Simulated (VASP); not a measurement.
# Mg5Be4ZnTe8Se2 (P1) in VASP: a series of runs

Mg5Be4ZnTe8Se2 is run at these levels: PBE; tasks: single point, relaxation of cell and atoms.

Everything below comes from runs of VASP 6.6.1. Logs are shortened: lines on timing, memory, paths and dates and some standing lists are left out, and cuts for length are marked.

## (1) The cell of the first run

The typed cell holds 20 atoms: a = 7.398 Å, b = 7.398 Å, c = 11.362 Å, α = 83.39°, β = 70.88°, γ = 69.71°.

## (2) Single point, PBE

INCAR

```
SYSTEM = Mg5Be4ZnTe8Se2
PREC = Accurate
ENCUT = 600
EDIFF = 1E-6
ISMEAR = 0
SIGMA = 0.02
LREAL = .FALSE.
LASPH = .TRUE.
NELM = 120
ALGO = Normal
ISIF = 2
LWAVE = .FALSE.
LCHARG = .FALSE.
GGA = PE
NBANDS = 61
GGA_COMPAT = .FALSE.
```

KPOINTS

```
Automatic mesh
0
G
  4 3 2
  0 0 0
```

POSCAR

```
Mg5Be4ZnTe8Se2
1.0
    2.9954020000      2.9845220000      6.0710110000
   -2.9837970000     -2.9958710000      6.0708830000
    9.0877950000     -6.0993260000      3.0498520000
Be Mg Zn Se Te
4 5 1 2 8
Direct
    0.1030056749      0.4992833057      0.7882719783
    0.6049849670      0.9973302689      0.7870297046
    0.3026491540      0.5097556224      0.4106541063
    0.8036193294      0.0085420961      0.4112179393
    0.2010605816      0.9933388870      0.5831073051
    0.9957556569      0.9968794406      0.9971758186
    0.3829506984      0.9928127066      0.2153215236
    0.5006848476      0.4954228674      0.9931146907
    0.8826367598      0.4931307334      0.2211855437
    0.7025105546      0.4960910940      0.5872148633
    0.6533173446      0.3585972137      0.4101676909
    0.1532720014      0.8549646941      0.4007481196
    0.5949932891      0.8823012281      0.5950130149
    0.4672176820      0.3593539929      0.7844514140
    0.9605395254      0.8575458430      0.7920638958
    0.3987066559      0.8914793383      0.9803928041
    0.7734714547      0.8915406829      0.2281661196
    0.0846516616      0.3932468105      0.5953030618
    0.9014275673      0.3915257785      0.9836995028
    0.2788496736      0.3899246293      0.2259700328
```

Potentials or basis: VASP PAW PBE potentials, release 64 (Be, Mg, Zn, Se, Te).

Started as:

```console
> cat potpaw_PBE.64/Be/POTCAR potpaw_PBE.64/Mg/POTCAR potpaw_PBE.64/Zn/POTCAR potpaw_PBE.64/Se/POTCAR potpaw_PBE.64/Te/POTCAR > POTCAR
> mpirun -np 1 vasp_std > vasp.out
```

OUTCAR:

```text
SYSTEM = Mg5Be4ZnTe8Se2
   PREC = Accurate
   ENCUT = 600
   EDIFF = 1E-6
   ISMEAR = 0
   LREAL = .FALSE.
   LASPH = .TRUE.
   NELM = 120
   ISIF = 2
   GGA = PE

 ion  position               nearest neighbor table
   1  0.103  0.499  0.788-  19 2.46  18 2.47  15 2.49  14 2.52
   2  0.605  0.997  0.787-  16 2.45  13 2.46  15 2.49  14 2.51
   3  0.303  0.510  0.411-  12 2.41  11 2.44  20 2.45  18 2.47
   4  0.804  0.009  0.411-  12 2.41  11 2.44  17 2.44  13 2.46
   5  0.201  0.993  0.583-  12 2.59  15 2.78  13 2.79  18 2.79
   6  0.996  0.997  0.997-  16 2.75  19 2.75  15 2.77  17 2.79
[... 12 lines left out ...]
  19  0.901  0.392  0.984-   1 2.46   6 2.75   8 2.76   9 2.83
  20  0.279  0.390  0.226-   3 2.45   7 2.77   9 2.78   8 2.81

  Warning from LATTYP: Got some problem with cell dimensions!
  Tried to take original basis but could not verify dimensions!
  LATTYP: Found a triclinic cell.
 ALAT       =     7.3982368160
 B/A-ratio  =     2.3773288397
 C/A-ratio  =     2.5321016608
 COS(alpha) =     0.0014253763
 COS(beta)  =     0.6016469410
 COS(gamma) =     0.7669495925

  Lattice vectors:

 A1 = (   2.9837970000,   2.9958710000,  -6.0708830000)
 A2 = (  15.0553890000,  -0.1075840000,  -9.0919140000)
 A3 = (  -9.0994000000,   6.1106750000, -15.1917460000)

Analysis of symmetry for initial positions (statically):
=====================================================================
 Subroutine PRICEL returns:
 Original cell was already a primitive cell.

 Routine SETGRP: Setting up the symmetry group for a
 triclinic supercell.

 Subroutine GETGRP returns: Found  1 space group operations
 (whereof  1 operations were pure point group operations)
 out of a pool of  2 trial point group operations.

The static configuration has the point symmetry C_1 .

Analysis of symmetry for dynamics (positions and initial velocities):
=====================================================================
 Subroutine PRICEL returns:
 Original cell was already a primitive cell.

 Routine SETGRP: Setting up the symmetry group for a
 triclinic supercell.

 Subroutine GETGRP returns: Found  1 space group operations
 (whereof  1 operations were pure point group operations)
 out of a pool of  2 trial point group operations.

The dynamic configuration has the point symmetry C_1 .

 Subroutine INISYM returns: Found  1 space group operations
 (whereof  1 operations are pure point group operations),
[... 124 lines left out ...]
   NSW    =      0    number of steps for IOM
   IBRION =     -1    ionic relax: 0-MD 1-quasi-New 2-CG
   NFREE  =      0    steps in history (QN), initial steepest desc. (CG)
   ISIF   =      2    stress and relaxation
   ISYM   =      2    0-nonsym 1-usesym 2-fastsym
   POTIM  = 0.5000    time-step for ionic-motion
   TEBEG  =    0.0;   TEEND  =   0.0 temperature during run
   PSTRESS=    0.0 pullay stress
   NELECT =      90.0000    total number of electrons
   NUPDOWN=      -1.0000    fix difference up-down
   EMIN   =  10.00;   EMAX   =-10.00  energy-range for DOS
   EFERMI =   0.00;   METHOD = LEGACY
   ISMEAR =     0;   SIGMA  =   0.02  broadening in eV -4-tet -1-fermi 0-gaus
   EFERMI_NEDOS =   21; number of points for ismear=-14 and -15
   IALGO  =     38    algorithm
   IMIX   =      4    mixing-type and parameters
     AMIX     =   0.40;   BMIX     =  1.00
     AMIX_MAG =   1.60;   BMIX_MAG =  1.00
  volume/ion in A,a.u.               =      27.56       185.96
  Fermi-wavevector in a.u.,A,eV,Ry     =   0.894819  1.690962 10.894191  0.800700
  Thomas-Fermi vector in A             =   2.017072
   LORBIT       =      0    0 simple, 1 ext, 2 COOP (PROOUT), +10 PAW based schemes
   GGA     = PE    functional components
   LHFCALC =     F    Hartree Fock is set to
   AEXX    =    0.0000 exact exchange contribution
   IVDW    =     0    specifies the selected vdW correction
   LEPSILON=     F    determine dielectric tensor
   LRPA    =     F    only Hartree local field effects (RPA)
 non-spin polarized calculation
 Gauss-broadening in eV      SIGMA  =   0.02
  energy-cutoff  :      600.00
  volume of cell :      551.14
 maximum number of plane-waves:     18412
   NGX = 29   NGY = 29   NGZ = 45

 number of electron      89.9999998 magnetization

 Free energy of the ion-electron system (eV)
  ---------------------------------------------------
  ext. energy  EPLUGINS =         0.00000000
  ---------------------------------------------------
  free energy    TOTEN  =       -68.54180791 eV

  energy without entropy =      -68.54180791  energy(sigma->0) =      -68.54180791

 E-fermi :   3.1577     XC(G=0):  -8.4033

 val. band max:        3.0620972642   @ k =   0.0000  -0.0000   0.5000
 cond. band min:       4.8847334956   @ k =   0.0000   0.0000   0.0000
 fundamental gap:      1.8226362314
 Fermi energy:         3.1576601651

 k-point     1 :       0.0000    0.0000    0.0000
  band No.  band energies     occupation
      1      -9.4700      2.00000
      2      -9.1972      2.00000
      3      -8.0458      2.00000
      4      -7.4684      2.00000
      5      -7.3757      2.00000
      6      -7.3387      2.00000
[... 829 lines left out ...]
     56       7.1427      0.00000
     57       7.2185      0.00000
 [bands above 57 left out]

------------------------ aborting loop because EDIFF is reached ----------------------------------------

  FORCE on cell =-STRESS in cart. coord.  units (eV):
  Direction    XX          YY          ZZ          XY          YZ          ZX
  --------------------------------------------------------------------------------------
  -------------------------------------------------------------------------------------
  Total       -0.2675220     -0.2806607      0.4131964     -0.6636241      0.0268947     -0.0218061
  in kB       -0.7776930     -0.8158875      1.2011720     -1.9291716      0.0781836     -0.0633909
  external PRESSURE =      -0.1308028 kB  Pullay stress =       0.0000000 kB

 VOLUME and BASIS-vectors are now :
 -----------------------------------------------------------------------------
  energy-cutoff  :      600.00
  volume of cell :      551.14
      direct lattice vectors                 reciprocal lattice vectors
     2.995402000  2.984522000  6.071011000     0.050606623  0.116614808  0.082420104
    -2.983797000 -2.995871000  6.070883000    -0.083701836 -0.083529729  0.082361399
     9.087795000 -6.099326000  3.049852000     0.065875554 -0.065862400 -0.000124524

 POSITION                                       TOTAL-FORCE (eV/Angst)
 -----------------------------------------------------------------------------------
      5.98244     -5.99629      6.06055         0.002170      0.004535      0.006271
      5.98871     -5.98263     12.12787        -0.002960     -0.005604      0.005747
      3.11749     -3.12861      6.18449        -0.007726     -0.009631      0.022045
      6.11874     -0.13532      6.18479         0.006292      0.003708      0.019709
      2.93750     -5.93241      9.02948         0.004229     -0.004957      0.018721
      9.07033     -6.09677     15.13842        -0.000657     -0.000366     -0.000059
[... 12 lines left out ...]
     10.47156     -4.48253     10.84962         0.027079     -0.028632     -0.013146
      1.72538     -1.71420      4.74926        -0.015219      0.016687     -0.007537
 -----------------------------------------------------------------------------------
    total drift:                               -0.000642     -0.000442      0.001797

  FREE ENERGIE OF THE ION-ELECTRON SYSTEM (eV)
  ---------------------------------------------------
  free  energy   TOTEN  =       -68.5418079110 eV

  energy  without entropy=      -68.5418079110  energy(sigma->0) =      -68.54180791
```

OSZICAR:

```text
N       E                     dE             d eps       ncg     rms          rms(c)
DAV:   1     0.462711180299E+03    0.46271E+03   -0.35623E+04  1708   0.135E+03
DAV:   2    -0.170351356939E+02   -0.47975E+03   -0.45830E+03  2082   0.225E+02
DAV:   3    -0.686721956743E+02   -0.51637E+02   -0.51248E+02  2080   0.823E+01
DAV:   4    -0.702738424915E+02   -0.16016E+01   -0.15979E+01  2176   0.157E+01
DAV:   5    -0.703169895317E+02   -0.43147E-01   -0.43134E-01  2336   0.255E+00    0.106E+01
DAV:   6    -0.687159364751E+02    0.16011E+01   -0.27010E+00  2384   0.195E+01    0.732E+00
DAV:   7    -0.685214859911E+02    0.19445E+00   -0.22797E+00  2120   0.452E+00    0.275E+00
DAV:   8    -0.685351999176E+02   -0.13714E-01   -0.94618E-02  2008   0.132E+00    0.100E+00
DAV:   9    -0.685397594181E+02   -0.45595E-02   -0.34965E-02  2144   0.681E-01    0.395E-01
DAV:  10    -0.685409317033E+02   -0.11723E-02   -0.34662E-03  1960   0.308E-01    0.174E-01
DAV:  11    -0.685416439143E+02   -0.71221E-03   -0.11698E-03  1976   0.138E-01    0.659E-02
DAV:  12    -0.685417123903E+02   -0.68476E-04   -0.71859E-05  2152   0.543E-02    0.347E-02
DAV:  13    -0.685417884058E+02   -0.76016E-04   -0.88393E-05  1864   0.345E-02    0.114E-02
DAV:  14    -0.685418058032E+02   -0.17397E-04   -0.21380E-05  2008   0.178E-02    0.586E-03
DAV:  15    -0.685418075757E+02   -0.17725E-05   -0.47225E-06  2080   0.649E-03    0.288E-03
DAV:  16    -0.685418079110E+02   -0.33530E-06   -0.10600E-06  1416   0.401E-03
   1 F= -.68541808E+02 E0= -.68541808E+02  d E =-.571492E-13
```

Run time: 30 min. Hardware: 1 thread of Intel Xeon 8259CL, shared host; peak memory 1.1 GiB.

Results:

- Free energy: -68.5418 eV
- Pressure: 0.0 GPa
- Largest force: 0.042 eV/Å
- Band gap on the k mesh: 1.82 eV (least direct gap 1.84 eV)

Forces in eV/Å, atoms in the order of the input:
```
Be   0.002  0.005  0.006
Be  -0.003 -0.006  0.006
Be  -0.008 -0.010  0.022
Be   0.006  0.004  0.020
Mg   0.004 -0.005  0.019
Mg  -0.001  0.000  0.000
Mg  -0.010  0.011 -0.006
Mg   0.000 -0.001 -0.001
Mg  -0.007  0.008 -0.001
Zn   0.001 -0.003  0.020
Se  -0.013  0.017 -0.005
Se  -0.002  0.008 -0.002
Te  -0.005  0.003 -0.036
Te   0.011 -0.009  0.008
Te   0.002 -0.004  0.024
Te   0.030 -0.028 -0.010
Te  -0.015  0.018 -0.008
Te  -0.004  0.005 -0.035
Te   0.027 -0.029 -0.013
Te  -0.015  0.017 -0.008
```

Stress tensor (GPa, compression positive):
```
-0.08 -0.19 -0.01
-0.19 -0.08  0.01
-0.01  0.01  0.12
```

Caveat: spin-orbit coupling is left out, which moves the levels of the heavy elements; an odd mesh through Γ misses points on the zone boundary, where band edges can lie.

## (3) Relaxation of cell and atoms, PBE

This run uses another cell than the first one, of 27.42 Å³/atom.

INCAR

```
SYSTEM = Mg5Be4ZnTe8Se2
  PREC = Accurate
  ENCUT = 600
  EDIFF = 1E-6
  ISMEAR = 0
  SIGMA = 0.1
  LREAL = Auto
  LASPH = .TRUE.
  NELM = 60
  ALGO = Normal
  ISIF = 3
  LWAVE = .FALSE.
  LCHARG = .FALSE.
  GGA = PE
  IBRION = 2
  NSW = 45
  EDIFFG = -0.04
  ISYM = 0
```

KPOINTS

```
regular mesh
0
G
  3 3 2
  0 0 0
```

POSCAR

```
Mg5Be4ZnTe8Se2
1.0
    2.9820083509      3.0152126844      5.8813278190
   -3.0144998599     -2.9836066639      5.8817705632
    9.2616045855     -6.2658829897      2.9006029535
Be Mg Zn Se Te
4 5 1 2 8
Direct
    0.3985018009      0.0054787321      0.2140922788
    0.3016163019      0.4884810522      0.3750086397
    0.8010976736      0.9878722463      0.3766893731
    0.8969711861      0.5043997711      0.2176335939
    0.2022249280      0.9913436467      0.5799125054
    0.0999783073      0.4975334258      0.7968184628
    0.6020463135      0.9976998325      0.7956908969
    0.9750942573      0.9945062329      0.0414422624
    0.4773310135      0.4926852051      0.0319190616
    0.7105081421      0.4969135219      0.5751885520
    0.7437407051      0.8586554826      0.2264978380
    0.2491572948      0.3574604781      0.2230270142
    0.6072121648      0.8806601212      0.5703069339
    0.5001299731      0.3964182633      0.7945697791
    0.9927527787      0.8949937564      0.8086091939
    0.3834467931      0.8950866532      0.0252609824
    0.6712222630      0.3596098233      0.3795638135
    0.1716399569      0.8563365275      0.3706941103
    0.0973298247      0.3914578769      0.5694945391
    0.8817232837      0.3951131675      0.0285066339
```

Potentials or basis: VASP PAW PBE potentials, release 64 (Be, Mg, Zn, Se, Te).

Started as:

```console
> cat potpaw_PBE.64/Be/POTCAR potpaw_PBE.64/Mg/POTCAR potpaw_PBE.64/Zn/POTCAR potpaw_PBE.64/Se/POTCAR potpaw_PBE.64/Te/POTCAR > POTCAR
> mpirun -np 1 vasp_std > vasp.out
```

OUTCAR:

```text
SYSTEM = Mg5Be4ZnTe8Se2
   PREC = Accurate
   ENCUT = 600
   EDIFF = 1E-6
   ISMEAR = 0
   LREAL = Auto
   LASPH = .TRUE.
   NELM = 60
   ISIF = 3
   GGA = PE
   IBRION = 2
   NSW = 45
   EDIFFG = -0.04
   ISYM = 0

 ion  position               nearest neighbor table
   1  0.399  0.005  0.214-  11 2.43  12 2.44  16 2.44  18 2.46
   2  0.302  0.488  0.375-  12 2.25  19 2.46  18 2.53  17 2.56
[... 854 lines left out ...]
  Total       -0.1887768     -0.2005473      0.3121115     -0.1318446      0.0193426      0.0099302
  in kB       -0.5516242     -0.5860188      0.9120203     -0.3852626      0.0565209      0.0290170
  external PRESSURE =      -0.0752076 kB  Pullay stress =       0.0000000 kB

 VOLUME and BASIS-vectors are now :
 -----------------------------------------------------------------------------
  energy-cutoff  :      600.00
  volume of cell :      548.30
      direct lattice vectors                 reciprocal lattice vectors
     2.977673214  3.008675737  5.886726589     0.051592037  0.115439396  0.084776498
    -3.008335222 -2.978969959  5.887205156    -0.083318802 -0.083707743  0.084927610
     9.266462336 -6.275295360  2.905765667     0.064288276 -0.064270670  0.000329577

 POSITION                                       TOTAL-FORCE (eV/Angst)
 -----------------------------------------------------------------------------------
      3.15482     -0.16123      3.00204         0.004191      0.001979      0.011731
      2.90319     -2.90050      5.74325        -0.006164      0.007363      0.013932
      2.90381     -2.89623     11.62850        -0.008702      0.001544      0.009078
      3.17052     -0.17009      8.88461        -0.003241     -0.000803      0.023612
      2.99316     -5.98321      8.71259        -0.001542     -0.000255     -0.008418
      6.18508     -6.18101      5.83283         0.009004      0.006555     -0.013173
[... 12 lines left out ...]
      4.39130     -4.44855      4.53159         0.017758     -0.009004      0.006858
      1.69971      1.29742      7.59848        -0.003146      0.000890     -0.005314
 -----------------------------------------------------------------------------------
    total drift:                               -0.020422      0.010121      0.007753

  FREE ENERGIE OF THE ION-ELECTRON SYSTEM (eV)
  ---------------------------------------------------
  free  energy   TOTEN  =       -68.4551631801 eV

  energy  without entropy=      -68.4551631801  energy(sigma->0) =      -68.45516318

 reached required accuracy - stopping structural energy minimisation
```

OSZICAR:

```text
N       E                     dE             d eps       ncg     rms          rms(c)
DAV:   1     0.474529913712E+03    0.47453E+03   -0.35694E+04  1120   0.147E+03
[... 16 lines left out ...]
       N       E                     dE             d eps       ncg     rms          rms(c)
DAV:   1    -0.684562741215E+02   -0.37238E-02   -0.12668E-01  1240   0.117E+00    0.320E-01
DAV:   2    -0.684557591270E+02    0.51499E-03   -0.64203E-03  1352   0.324E-01    0.125E-01
DAV:   3    -0.684553301008E+02    0.42903E-03   -0.40022E-04  1456   0.838E-02    0.805E-02
DAV:   4    -0.684551553162E+02    0.17478E-03   -0.40827E-04  1336   0.806E-02    0.189E-02
DAV:   5    -0.684551632001E+02   -0.78839E-05   -0.90835E-05  1352   0.370E-02    0.186E-02
DAV:   6    -0.684551631801E+02    0.20043E-07   -0.15139E-06   872   0.532E-03
   2 F= -.68455163E+02 E0= -.68455163E+02  d E =-.261257E-02
```

CONTCAR:

```text
Mg5Be4ZnTe8Se2
   1.00000000000000
     2.9776732143921132    3.0086757365547228    5.8867265894129446
    -3.0083352219069761   -2.9789699593946111    5.8872051556513201
     9.2664623364354028   -6.2752953600356918    2.9057656673579761
  Be              Mg              Zn              Se              Te
     4     5     1     2     8
Direct
     0.3986535687858988    0.0055966424085526    0.2141702751165669
     0.3018424256812174    0.4886646402883268    0.3749510657363311
     0.8012981536016215    0.9880746635608673    0.3766561738545704
     0.8971453239454495    0.5046225554776427    0.2176873479435915
     0.2023478995588540    0.9913941056564622    0.5798416714379691
     0.1000562492286608    0.4974328764745473    0.7968078435679210
[... 12 lines left out ...]
     0.0971902493559029    0.3913580030445256    0.5697141337063325
     0.8816371139152086    0.3950989329984524    0.0283902349811491

  0.00000000E+00  0.00000000E+00  0.00000000E+00
  0.00000000E+00  0.00000000E+00  0.00000000E+00
  0.00000000E+00  0.00000000E+00  0.00000000E+00
  0.00000000E+00  0.00000000E+00  0.00000000E+00
  0.00000000E+00  0.00000000E+00  0.00000000E+00
  0.00000000E+00  0.00000000E+00  0.00000000E+00
[... 12 lines left out ...]
  0.00000000E+00  0.00000000E+00  0.00000000E+00
  0.00000000E+00  0.00000000E+00  0.00000000E+00
```

Run time: 19 min. Hardware: 1 thread of Oxide Virtual Turin-like, shared host; peak memory 0.87 GiB.

Results:

| Property | Result |
| --- | --- |
| Free energy | -68.4552 eV |
| Energy gained by relaxing | 0.1 meV/atom |
| Ionic steps | 2 |
| Pressure after relaxing | 0.0 GPa |
| Largest force after relaxing | 0.034 eV/Å |
| Band gap on the k mesh | 1.66 eV |

Forces on the atoms (eV/Å):
```
Be   0.004  0.002  0.012
Be  -0.006  0.007  0.014
Be  -0.009  0.002  0.009
Be  -0.003 -0.001  0.024
Mg  -0.002  0.000 -0.008
Mg   0.009  0.007 -0.013
Mg  -0.007 -0.010 -0.012
Mg  -0.012  0.015 -0.021
Mg  -0.005  0.003 -0.015
Zn   0.014 -0.013 -0.014
Se  -0.021  0.026  0.003
Se  -0.018  0.020  0.005
Te   0.001 -0.020  0.006
Te  -0.004 -0.008  0.021
Te   0.024 -0.011 -0.001
Te  -0.007  0.012 -0.003
Te   0.012 -0.007 -0.004
Te   0.015 -0.015 -0.005
Te   0.018 -0.009  0.007
Te  -0.003  0.001 -0.005
```

Stress tensor (GPa, compression positive):
```
-0.06 -0.04  0.00
-0.04 -0.06  0.01
 0.00  0.01  0.09
```

Step by step:
| step | energy change (eV) | largest force (eV/Å) | pressure (GPa) | volume (Å³) |
| --- | --- | --- | --- | --- |
| 1 | 0.0000 | 0.0750 | 0.00 | 548.32 |
| 2 | -0.0026 | 0.0337 | -0.01 | 548.30 |

Final structure:
```
CELL_PARAMETERS angstrom
2.97767 3.00868 5.88673
-3.00834 -2.97897 5.88721
9.26646 -6.27530 2.90577
ATOMIC_POSITIONS crystal
Be 0.39865 0.00560 0.21417
Be 0.30184 0.48866 0.37495
Be 0.80130 0.98807 0.37666
Be 0.89715 0.50462 0.21769
Mg 0.20235 0.99139 0.57984
Mg 0.10006 0.49743 0.79681
Mg 0.60195 0.99775 0.79569
Mg 0.97506 0.99440 0.04139
Mg 0.47729 0.49266 0.03194
Zn 0.71049 0.49689 0.57529
Se 0.74384 0.85857 0.22618
Se 0.24927 0.35738 0.22277
Te 0.60688 0.88072 0.57053
Te 0.50016 0.39651 0.79456
Te 0.99268 0.89494 0.80878
Te 0.38351 0.89494 0.02511
Te 0.67105 0.35941 0.37964
Te 0.17138 0.85630 0.37084
Te 0.09719 0.39136 0.56971
Te 0.88164 0.39510 0.02839
```

Levels at points of the mesh, in eV from the valence-band top:
| k point | band 41 | band 42 | band 43 | band 44 | band 45 | band 46 | band 47 | band 48 | band 49 | band 50 |
| --- | --- | --- | --- | --- | --- | --- | --- | --- | --- | --- |
| (0.00, 0.00, 0.00) | -0.83 | -0.50 | -0.40 | -0.40 | -0.04 | 1.76 | 2.27 | 2.48 | 2.79 | 3.19 |
| (0.00, 0.00, 0.50) | -0.98 | -0.95 | -0.72 | -0.39 | 0.00 | 1.66 | 2.26 | 2.47 | 2.81 | 3.12 |

Caveat: spin-orbit coupling is left out, which moves the levels of the heavy elements; an odd mesh through Γ misses points on the zone boundary, where band edges can lie.
